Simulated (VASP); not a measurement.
# Cd4S3 (P-43m) in VASP: further runs, part 2 of 2

VASP 6.6.1. The steps go on from the part before.

### Step 3. Single point, PBE

This run uses another cell than the first one, of 24.79 Å³/atom, 0.949 times its volume.

File INCAR:

```
SYSTEM = Cd4S3
PREC = Accurate ; ENCUT = 520
EDIFF = 1E-6 ; ISMEAR = 0
SIGMA = 0.02 ; LREAL = .False.
LASPH = .True. ; NELM = 80
ALGO = Normal ; ISIF = 2
LWAVE = .False. ; LCHARG = .False.
GGA = PE ; NBANDS = 42
```

File KPOINTS:

```
Automatic mesh
0
Gamma
  6 6 6
  0 0 0
```

File POSCAR:

```
Cd4S3
1.0
    5.5779452891      0.0000000000      0.0000000000
    0.0000000000      5.5779452891      0.0000000000
    0.0000000000      0.0000000000      5.5779452891
Cd S
4 3
Direct
    0.7883894723      0.7883894723      0.2116105277
    0.7883894723      0.2116105277      0.7883894723
    0.2116105277      0.7883894723      0.7883894723
    0.2116105277      0.2116105277      0.2116105277
    0.5000000000      0.0000000000      0.5000000000
    0.0000000000      0.5000000000      0.5000000000
    0.5000000000      0.5000000000      0.0000000000
```

Potentials or basis: VASP PAW PBE potentials, release 64 (Cd, S).

The run is started by

```
$ cat potpaw_PBE.64/Cd/POTCAR potpaw_PBE.64/S/POTCAR > POTCAR
$ mpirun -np 1 vasp_std > vasp.out
```

OUTCAR:

```text
SYSTEM = Cd4S3
   PREC = Accurate
   ENCUT = 520
   EDIFF = 1E-6
   ISMEAR = 0
   LREAL = .False.
   LASPH = .True.
   NELM = 80
   ISIF = 2
   GGA = PE

 ion  position               nearest neighbor table
   1  0.788  0.788  0.212-   7 2.56   6 2.56   5 2.56   2 3.34   3 3.34   4 3.34
   2  0.788  0.212  0.788-   7 2.56   6 2.56   5 2.56   1 3.34   3 3.34   4 3.34
   3  0.212  0.788  0.788-   7 2.56   6 2.56   5 2.56   1 3.34   2 3.34   4 3.34
   4  0.212  0.212  0.212-   7 2.56   6 2.56   5 2.56   1 3.34   2 3.34   3 3.34
   5  0.500  0.000  0.500-   1 2.56   2 2.56   3 2.56   4 2.56
   6  0.000  0.500  0.500-   1 2.56   2 2.56   3 2.56   4 2.56
   7  0.500  0.500  0.000-   1 2.56   2 2.56   3 2.56   4 2.56

  LATTYP: Found a simple cubic cell.
 ALAT       =     5.5779452891

  Lattice vectors:

 A1 = (   5.5779452891,   0.0000000000,   0.0000000000)
 A2 = (   0.0000000000,   5.5779452891,   0.0000000000)
 A3 = (   0.0000000000,   0.0000000000,   5.5779452891)

Analysis of symmetry for initial positions (statically):
=====================================================================
 Subroutine PRICEL returns:
 Original cell was already a primitive cell.

 Routine SETGRP: Setting up the symmetry group for a
 simple cubic supercell.

 Subroutine GETGRP returns: Found 24 space group operations
 (whereof 24 operations were pure point group operations)
 out of a pool of 48 trial point group operations.

The static configuration has the point symmetry T_d .

Analysis of symmetry for dynamics (positions and initial velocities):
=====================================================================
 Subroutine PRICEL returns:
 Original cell was already a primitive cell.

 Routine SETGRP: Setting up the symmetry group for a
 simple cubic supercell.

 Subroutine GETGRP returns: Found 24 space group operations
 (whereof 24 operations were pure point group operations)
 out of a pool of 48 trial point group operations.

The dynamic configuration has the point symmetry T_d .

 Subroutine INISYM returns: Found 24 space group operations
 (whereof 24 operations are pure point group operations),
 and found     1 'primitive' translations

----------------------------------------------------------------------------------------

                                     Primitive cell

  volume of cell :     173.5493

  direct lattice vectors                    reciprocal lattice vectors
     5.577945289  0.000000000  0.000000000     0.179277484  0.000000000  0.000000000
     0.000000000  5.577945289  0.000000000     0.000000000  0.179277484  0.000000000
     0.000000000  0.000000000  5.577945289     0.000000000  0.000000000  0.179277484

  length of vectors
     5.577945289  5.577945289  5.577945289     0.179277484  0.179277484  0.179277484

  position of ions in fractional coordinates (direct lattice)
     0.788389472  0.788389472  0.211610528
     0.788389472  0.211610528  0.788389472
     0.211610528  0.788389472  0.788389472
     0.211610528  0.211610528  0.211610528
     0.500000000  0.000000000  0.500000000
     0.000000000  0.500000000  0.500000000
     0.500000000  0.500000000  0.000000000

[... 37 lines left out ...]
            Coordinates               Weight
  0.000000  0.000000  0.000000      1.000000
  0.166667  0.000000  0.000000      6.000000
  0.333333  0.000000  0.000000      6.000000
  0.500000  0.000000  0.000000      3.000000
  0.166667  0.166667  0.000000     12.000000
  0.333333  0.166667  0.000000     24.000000
[... 12 lines left out ...]
  0.500000  0.500000  0.333333      6.000000
  0.500000  0.500000  0.500000      1.000000
   k-points           NKPTS =     20   k-points in BZ     NKDIM =     20   number of bands    NBANDS=     42
   number of dos      NEDOS =    301   number of ions     NIONS =      7
   total plane-waves  NPLWV =  74088
   dimension x,y,z NGX =    42 NGY =   42 NGZ =   42
   dimension x,y,z NGXF=    84 NGYF=   84 NGZF=   84
   ions per type =               4   3
   NGX,Y,Z   is equivalent  to a cutoff of  12.52, 12.52, 12.52 a.u.
   NGXF,Y,Z  is equivalent  to a cutoff of  25.04, 25.04, 25.04 a.u.
 SYSTEM =  Cd4S3
   PREC   = accura    normal or accurate (medium, high low for compatibility)
   ISTART =      0    job   : 0-new  1-cont  2-samecut
   ICHARG =      2    charge: 1-file 2-atom 10-const
   ISPIN  =      1    spin polarized calculation?
   LNONCOLLINEAR =      F non collinear calculations
   LSORBIT =      F    spin-orbit coupling
   LASPH  =      T    aspherical Exc in radial PAW
   ENCUT  =  520.0 eV  38.22 Ry    6.18 a.u.  10.37 10.37 10.37*2*pi/ulx,y,z
   NELM   =     80;   NELMIN=  2; NELMDL= -5     # of ELM steps
   EDIFF  = 0.1E-05   stopping-criterion for ELM
   LREAL  =      F    real-space projection
   EDIFFG = 0.1E-04   stopping-criterion for IOM
   NSW    =      0    number of steps for IOM
   IBRION =     -1    ionic relax: 0-MD 1-quasi-New 2-CG
   NFREE  =      0    steps in history (QN), initial steepest desc. (CG)
   ISIF   =      2    stress and relaxation
   ISYM   =      2    0-nonsym 1-usesym 2-fastsym
   POTIM  = 0.5000    time-step for ionic-motion
   TEBEG  =    0.0;   TEEND  =   0.0 temperature during run
   PSTRESS=    0.0 pullay stress
   NELECT =      66.0000    total number of electrons
   NUPDOWN=      -1.0000    fix difference up-down
   EMIN   =  10.00;   EMAX   =-10.00  energy-range for DOS
   EFERMI =   0.00;   METHOD = LEGACY
   ISMEAR =     0;   SIGMA  =   0.02  broadening in eV -4-tet -1-fermi 0-gaus
   EFERMI_NEDOS =   21; number of points for ismear=-14 and -15
   IALGO  =     38    algorithm
   IMIX   =      4    mixing-type and parameters
     AMIX     =   0.40;   BMIX     =  1.00
     AMIX_MAG =   1.60;   BMIX_MAG =  1.00
  volume/ion in A,a.u.               =      24.79       167.31
  Fermi-wavevector in a.u.,A,eV,Ry     =   1.186083  2.241373 19.140592  1.406794
  Thomas-Fermi vector in A             =   2.322264
   LORBIT       =      0    0 simple, 1 ext, 2 COOP (PROOUT), +10 PAW based schemes
   GGA     = PE    functional components
   LHFCALC =     F    Hartree Fock is set to
   AEXX    =    0.0000 exact exchange contribution
   IVDW    =     0    specifies the selected vdW correction
   LEPSILON=     F    determine dielectric tensor
   LRPA    =     F    only Hartree local field effects (RPA)
 non-spin polarized calculation
 Gauss-broadening in eV      SIGMA  =   0.02
  energy-cutoff  :      520.00
  volume of cell :      173.55
 maximum number of plane-waves:      4700
 NGX is ok and might be reduce to    42
   NGX = 21   NGY = 21   NGZ = 21

 number of electron      66.0000012 magnetization

 Free energy of the ion-electron system (eV)
  ---------------------------------------------------
  ext. energy  EPLUGINS =         0.00000000
  ---------------------------------------------------
  free energy    TOTEN  =       -17.97555249 eV

  energy without entropy =      -17.97555249  energy(sigma->0) =      -17.97555249

 E-fermi :   1.5913     XC(G=0):  -9.4185

 val. band max:        1.4665019291   @ k =   0.5000   0.0000   0.0000
 cond. band min:       2.0563378798   @ k =   0.5000   0.0000   0.0000
 fundamental gap:      0.5898359507
 Fermi energy:         1.5912581313

 k-point     1 :       0.0000    0.0000    0.0000
  band No.  band energies     occupation
      1     -10.8924      2.00000
      2     -10.3375      2.00000
      3     -10.3375      2.00000
      4      -6.5639      2.00000
      5      -6.5639      2.00000
      6      -6.5639      2.00000
[... 889 lines left out ...]
     41       8.3676      0.00000
     42       8.9632      0.00000

------------------------ aborting loop because EDIFF is reached ----------------------------------------

  FORCE on cell =-STRESS in cart. coord.  units (eV):
  Direction    XX          YY          ZZ          XY          YZ          ZX
  --------------------------------------------------------------------------------------
  -------------------------------------------------------------------------------------
  Total        0.3374654      0.3374654      0.3374654      0.0000000      0.0000000      0.0000000
  in kB        3.1154230      3.1154230      3.1154230      0.0000000      0.0000000      0.0000000
  external PRESSURE =       3.1154230 kB  Pullay stress =       0.0000000 kB

 VOLUME and BASIS-vectors are now :
 -----------------------------------------------------------------------------
  energy-cutoff  :      520.00
  volume of cell :      173.55
      direct lattice vectors                 reciprocal lattice vectors
     5.577945289  0.000000000  0.000000000     0.179277484  0.000000000  0.000000000
     0.000000000  5.577945289  0.000000000     0.000000000  0.179277484  0.000000000
     0.000000000  0.000000000  5.577945289     0.000000000  0.000000000  0.179277484

 POSITION                                       TOTAL-FORCE (eV/Angst)
 -----------------------------------------------------------------------------------
      4.39759      4.39759      1.18035         0.017365      0.017365     -0.017365
      4.39759      1.18035      4.39759         0.017365     -0.017365      0.017365
      1.18035      4.39759      4.39759        -0.017365      0.017365      0.017365
      1.18035      1.18035      1.18035        -0.017365     -0.017365     -0.017365
      2.78897      0.00000      2.78897        -0.000000      0.000000      0.000000
      0.00000      2.78897      2.78897        -0.000000      0.000000      0.000000
      2.78897      2.78897      0.00000        -0.000000      0.000000      0.000000
 -----------------------------------------------------------------------------------
    total drift:                               -0.000000     -0.000000     -0.000000

  FREE ENERGIE OF THE ION-ELECTRON SYSTEM (eV)
  ---------------------------------------------------
  free  energy   TOTEN  =       -17.9755524896 eV

  energy  without entropy=      -17.9755524896  energy(sigma->0) =      -17.97555249
```

Run time: 83 s. Hardware: 1 thread of Intel Xeon 6975P-C (Granite Rapids), shared host; peak memory 0.31 GiB.

Results:

* Free energy: -17.9756 eV
* Pressure: 0.3 GPa
* Largest force: 0.030 eV/Å
* Band gap on the k mesh: 0.59 eV, direct

Forces on the atoms (eV/Å):
```
Cd   0.017  0.017 -0.017
Cd   0.017 -0.017  0.017
Cd  -0.017  0.017  0.017
Cd  -0.017 -0.017 -0.017
S    0.000  0.000  0.000
S    0.000  0.000  0.000
S    0.000  0.000  0.000
```
